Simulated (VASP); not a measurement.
# Co (Fm-3m) in VASP: notebook

Runs on Co. Level: PBE. Tasks: single point.

All numbers are computed with VASP 6.6.1; they aren't measurements. Logs are shortened: lines on timing, memory, paths and dates and some standing lists are left out, and cuts for length are marked.

## (1) The cell of the first run

The structure is cubic, space group Fm-3m (No. 225). Conventional cell: a = 3.411 Å, b = 3.411 Å, c = 3.411 Å, α = 90.00°, β = 90.00°, γ = 90.00°. Co (site symmetry m-3m) has 12 Co at 2.41 Å within 3.2 Å.

This isn't the form of Co at room conditions, which is hcp.

## (2) Single point, PBE (9.92 Å³/atom)

The input, INCAR:

```
SYSTEM = Co
PREC = Accurate ; ENCUT = 600
EDIFF = 1E-6 ; ISMEAR = -1
SIGMA = 0.1 ; LREAL = .FALSE.
LASPH = .TRUE. ; NELM = 120
ALGO = Normal ; ISIF = 2
LWAVE = .FALSE. ; LCHARG = .TRUE.
GGA = PE ; LELF = .TRUE.
LVHAR = .TRUE. ; NBANDS = 10
GGA_COMPAT = .FALSE.
```

The input, KPOINTS:

```
regular mesh
0
G
  18 18 18
  0 0 0
```

The input, POSCAR:

```
Co
1.0
    0.0000000000      1.7055420891      1.7055420891
    1.7055420891      0.0000000000      1.7055420891
    1.7055420891      1.7055420891      0.0000000000
Co
1
Direct
    0.0000000000      0.0000000000      0.0000000000
```

Potentials or basis: VASP PAW PBE potentials, release 64 (Co).

Command:

```sh
$ cat potpaw_PBE.64/Co/POTCAR > POTCAR
$ mpirun -np 1 vasp_std > vasp.out
```

OUTCAR:

```text
SYSTEM = Co
   PREC = Accurate
   ENCUT = 600
   EDIFF = 1E-6
   ISMEAR = -1
   LREAL = .FALSE.
   LASPH = .TRUE.
   NELM = 120
   ISIF = 2
   GGA = PE

 ion  position               nearest neighbor table
   1  0.000  0.000  0.000-

  LATTYP: Found a face centered cubic cell.
 ALAT       =     3.4110841782

  Lattice vectors:

 A1 = (   0.0000000000,   1.7055420891,   1.7055420891)
 A2 = (   1.7055420891,   0.0000000000,   1.7055420891)
 A3 = (   1.7055420891,   1.7055420891,   0.0000000000)

Analysis of symmetry for initial positions (statically):
=====================================================================
 Subroutine PRICEL returns:
 Original cell was already a primitive cell.

 Routine SETGRP: Setting up the symmetry group for a
 face centered cubic supercell.

 Subroutine GETGRP returns: Found 48 space group operations
 (whereof 48 operations were pure point group operations)
 out of a pool of 48 trial point group operations.

The static configuration has the point symmetry O_h .

Analysis of symmetry for dynamics (positions and initial velocities):
=====================================================================
 Subroutine PRICEL returns:
 Original cell was already a primitive cell.

 Routine SETGRP: Setting up the symmetry group for a
 face centered cubic supercell.

 Subroutine GETGRP returns: Found 48 space group operations
 (whereof 48 operations were pure point group operations)
 out of a pool of 48 trial point group operations.

The dynamic configuration has the point symmetry O_h .

 Subroutine INISYM returns: Found 48 space group operations
 (whereof 48 operations are pure point group operations),
 and found     1 'primitive' translations

----------------------------------------------------------------------------------------

                                     Primitive cell

  volume of cell :       9.9224

  direct lattice vectors                    reciprocal lattice vectors
     0.000000000  1.705542089  1.705542089    -0.293161924  0.293161924  0.293161924
     1.705542089  0.000000000  1.705542089     0.293161924 -0.293161924  0.293161924
     1.705542089  1.705542089  0.000000000     0.293161924  0.293161924 -0.293161924

  length of vectors
     2.412000754  2.412000754  2.412000754     0.507771347  0.507771347  0.507771347

  position of ions in fractional coordinates (direct lattice)
     0.000000000  0.000000000  0.000000000

  ion indices of the primitive-cell ions
   primitive index   ion index
                 1           1

----------------------------------------------------------------------------------------

 KPOINTS: regular mesh

Automatic generation of k-mesh.
 Grid dimensions read from file:
 generate k-points for:   18   18   18

 Generating k-lattice:

  Cartesian coordinates                     Fractional coordinates (reciprocal lattice)
    -0.016286774  0.016286774  0.016286774     0.055555556  0.000000000  0.000000000
     0.016286774 -0.016286774  0.016286774     0.000000000  0.055555556  0.000000000
     0.016286774  0.016286774 -0.016286774     0.000000000  0.000000000  0.055555556

  Length of vectors
     0.028209519  0.028209519  0.028209519

  Shift w.r.t. Gamma in fractional coordinates (k-lattice)
     0.000000000  0.000000000  0.000000000

 Subroutine IBZKPT returns following result:
 ===========================================

 Found    195 irreducible k-points:

 Following reciprocal coordinates:
            Coordinates               Weight
  0.000000  0.000000  0.000000      1.000000
  0.055556  0.000000  0.000000      8.000000
  0.111111  0.000000  0.000000      8.000000
  0.166667  0.000000  0.000000      8.000000
  0.222222  0.000000  0.000000      8.000000
  0.277778  0.000000  0.000000      8.000000
[... 16 lines left out ...]
 -0.277778  0.055556  0.000000     24.000000
 -0.222222  0.055556  0.000000     24.000000
 [... further k-points ...]
   k-points           NKPTS =    195   k-points in BZ     NKDIM =    195   number of bands    NBANDS=     10
   number of dos      NEDOS =    301   number of ions     NIONS =      1
   total plane-waves  NPLWV =   8000
   dimension x,y,z NGX =    20 NGY =   20 NGZ =   20
   dimension x,y,z NGXF=    40 NGYF=   40 NGZF=   40
   ions per type =               1
   NGX,Y,Z   is equivalent  to a cutoff of  13.78, 13.78, 13.78 a.u.
   NGXF,Y,Z  is equivalent  to a cutoff of  27.57, 27.57, 27.57 a.u.
 SYSTEM =  Co
   PREC   = accura    normal or accurate (medium, high low for compatibility)
   ISTART =      0    job   : 0-new  1-cont  2-samecut
   ICHARG =      2    charge: 1-file 2-atom 10-const
   ISPIN  =      1    spin polarized calculation?
   LNONCOLLINEAR =      F non collinear calculations
   LSORBIT =      F    spin-orbit coupling
   LASPH  =      T    aspherical Exc in radial PAW
   ENCUT  =  600.0 eV  44.10 Ry    6.64 a.u.   4.82  4.82  4.82*2*pi/ulx,y,z
   NELM   =    120;   NELMIN=  2; NELMDL= -5     # of ELM steps
   EDIFF  = 0.1E-05   stopping-criterion for ELM
   LREAL  =      F    real-space projection
   EDIFFG = 0.1E-04   stopping-criterion for IOM
   NSW    =      0    number of steps for IOM
   IBRION =     -1    ionic relax: 0-MD 1-quasi-New 2-CG
   NFREE  =      0    steps in history (QN), initial steepest desc. (CG)
   ISIF   =      2    stress and relaxation
   ISYM   =      2    0-nonsym 1-usesym 2-fastsym
   POTIM  = 0.5000    time-step for ionic-motion
   TEBEG  =    0.0;   TEEND  =   0.0 temperature during run
   PSTRESS=    0.0 pullay stress
   NELECT =       9.0000    total number of electrons
   NUPDOWN=      -1.0000    fix difference up-down
   EMIN   =  10.00;   EMAX   =-10.00  energy-range for DOS
   EFERMI =   0.00;   METHOD = LEGACY
   ISMEAR =    -1;   SIGMA  =   0.10  broadening in eV -4-tet -1-fermi 0-gaus
   EFERMI_NEDOS =   21; number of points for ismear=-14 and -15
   IALGO  =     38    algorithm
   IMIX   =      4    mixing-type and parameters
     AMIX     =   0.40;   BMIX     =  1.00
     AMIX_MAG =   1.60;   BMIX_MAG =  1.00
  volume/ion in A,a.u.               =       9.92        66.96
  Fermi-wavevector in a.u.,A,eV,Ry     =   1.584710  2.994668 34.168405  2.511307
  Thomas-Fermi vector in A             =   2.684286
   LORBIT       =      0    0 simple, 1 ext, 2 COOP (PROOUT), +10 PAW based schemes
   GGA     = PE    functional components
   LHFCALC =     F    Hartree Fock is set to
   AEXX    =    0.0000 exact exchange contribution
   IVDW    =     0    specifies the selected vdW correction
   LEPSILON=     F    determine dielectric tensor
   LRPA    =     F    only Hartree local field effects (RPA)
 non-spin polarized calculation
  energy-cutoff  :      600.00
  volume of cell :        9.92
 maximum number of plane-waves:       342
   NGX =  9   NGY =  9   NGZ =  9

 number of electron       9.0000003 magnetization

 Free energy of the ion-electron system (eV)
  ---------------------------------------------------
  ext. energy  EPLUGINS =         0.00000000
  ---------------------------------------------------
  free energy    TOTEN  =        -6.86599742 eV

  energy without entropy =       -6.79486494  energy(sigma->0) =       -6.83043118

 E-fermi :  11.4856     XC(G=0): -13.9575

 val. band max:       11.4753391249   @ k =  -0.4444   0.4444   0.1111
 cond. band min:      11.4884408907   @ k =  -0.3333   0.2778   0.0556
 fundamental gap:      0.0131017658
 Fermi energy:        11.4855886014

 k-point     1 :       0.0000    0.0000    0.0000
  band No.  band energies     occupation
      1       2.1327      2.00000
      2       9.4621      2.00000
      3       9.4621      2.00000
      4       9.4621      2.00000
      5      10.8905      1.99481
      6      10.8905      1.99481
      7      35.3079      0.00000
      8      40.5807      0.00000
      9      40.5807      0.00000
     10      40.5807      0.00000

 k-point     2 :       0.0556    0.0000    0.0000
  band No.  band energies     occupation
      1       2.2647      2.00000
      2       9.4174      2.00000
      3       9.4976      2.00000
      4       9.4976      2.00000
      5      10.8738      1.99560
      6      10.8738      1.99560
      7      35.1299      0.00000
      8      39.0063      0.00000
      9      40.4099      0.00000
     10      40.4099      0.00000

 k-point     3 :       0.1111    0.0000    0.0000
  band No.  band energies     occupation
      1       2.6535      2.00000
      2       9.2960      2.00000
      3       9.5898      2.00000
      4       9.5898      2.00000
      5      10.8382      1.99692
      6      10.8382      1.99692
      7      34.0596      0.00000
      8      37.1855      0.00000
      9      40.0289      0.00000
     10      40.0289      0.00000

 k-point     4 :       0.1667    0.0000    0.0000
  band No.  band energies     occupation
      1       3.2744      2.00000
      2       9.1365      2.00000
      3       9.6917      2.00000
      4       9.6917      2.00000
      5      10.8305      1.99715
      6      10.8305      1.99715
      7      31.6894      0.00000
      8      36.4663      0.00000
      9      39.6146      0.00000
     10      39.6146      0.00000

 k-point     5 :       0.2222    0.0000    0.0000
  band No.  band energies     occupation
      1       4.0756      2.00000
      2       9.0048      2.00000
      3       9.7327      2.00000
      4       9.7327      2.00000
      5      10.9180      1.99317
      6      10.9180      1.99317
      7      28.9455      0.00000
      8      35.9756      0.00000
      9      39.2462      0.00000
     10      39.2462      0.00000

 k-point     6 :       0.2778    0.0000    0.0000
  band No.  band energies     occupation
      1       4.9516      2.00000
      2       9.0094      2.00000
      3       9.6841      2.00000
      4       9.6841      2.00000
      5      11.1198      1.94973
      6      11.1198      1.94973
      7      26.2339      0.00000
      8      35.4035      0.00000
      9      38.9445      0.00000
     10      38.9445      0.00000
[... 183 lines left out ...]
 k-point    21 :      -0.3889    0.0556    0.0000
  band No.  band energies     occupation
      1       6.3471      2.00000
      2       9.3985      2.00000
      3       9.5045      2.00000
      4      10.0586      2.00000
      5      11.5838      0.54500
      6      12.1288      0.00321
      7      20.8360      0.00000
      8      33.6267      0.00000
      9      36.9853      0.00000
     10      38.9361      0.00000

 k-point    22 :      -0.3333    0.0556    0.0000
  band No.  band energies     occupation
      1       5.9968      2.00000
      2       9.3713      2.00000
      3       9.5093      2.00000
      4       9.5958      2.00000
      5      11.3141      1.69507
      6      11.7876      0.09306
      7      22.9626      0.00000
      8      33.9001      0.00000
      9      37.2418      0.00000
     10      40.1119      0.00000

 k-point    23 :      -0.2778    0.0556    0.0000
  band No.  band energies     occupation
      1       5.3276      2.00000
      2       8.9855      2.00000
      3       9.6241      2.00000
      4       9.7048      2.00000
      5      11.0206      1.98106
      6      11.4746      1.05513
      7      25.4368      0.00000
      8      34.2705      0.00000
      9      37.7392      0.00000
     10      40.9076      0.00000

 k-point    24 :      -0.2222    0.0556    0.0000
  band No.  band energies     occupation
      1       4.4696      2.00000
      2       8.9219      2.00000
      3       9.7138      2.00000
      4       9.7838      2.00000
      5      10.7783      1.99831
      6      11.2034      1.88773
      7      28.1098      0.00000
      8      34.7025      0.00000
      9      38.3445      0.00000
     10      41.0758      0.00000

 [... further k-points ...]

------------------------ aborting loop because EDIFF is reached ----------------------------------------

  FORCE on cell =-STRESS in cart. coord.  units (eV):
  Direction    XX          YY          ZZ          XY          YZ          ZX
  --------------------------------------------------------------------------------------
  -------------------------------------------------------------------------------------
  Total        0.6289395      0.6289395      0.6289395     -0.0000000     -0.0000000     -0.0000000
  in kB      101.5551888    101.5551888    101.5551888     -0.0000000     -0.0000000     -0.0000000
  external PRESSURE =     101.5551888 kB  Pullay stress =       0.0000000 kB

 VOLUME and BASIS-vectors are now :
 -----------------------------------------------------------------------------
  energy-cutoff  :      600.00
  volume of cell :        9.92
      direct lattice vectors                 reciprocal lattice vectors
     0.000000000  1.705542089  1.705542089    -0.293161924  0.293161924  0.293161924
     1.705542089  0.000000000  1.705542089     0.293161924 -0.293161924  0.293161924
     1.705542089  1.705542089  0.000000000     0.293161924  0.293161924 -0.293161924

 POSITION                                       TOTAL-FORCE (eV/Angst)
 -----------------------------------------------------------------------------------
      0.00000      0.00000      0.00000         0.000000     -0.000000     -0.000000
 -----------------------------------------------------------------------------------
    total drift:                                0.000000      0.000000      0.000000

  FREE ENERGIE OF THE ION-ELECTRON SYSTEM (eV)
  ---------------------------------------------------
  free  energy   TOTEN  =        -6.8659974207 eV

  energy  without entropy=       -6.7948649365  energy(sigma->0) =       -6.83043118
```

Wall time 28 s (1 thread of Intel Xeon 8259CL, shared host); peak memory 0.14 GiB.

Results:

```yaml
Free_energy: -6.8660 eV
Pressure: 10.2 GPa
Band_gap_on_the_k_mesh: zero (an odd number of electrons rules out a gap without spin polarisation)
```

Caveat: the cell stands under pressure; the run has no spin polarisation, though such a crystal can be magnetic.

(Part 1 of 2 ends here.)
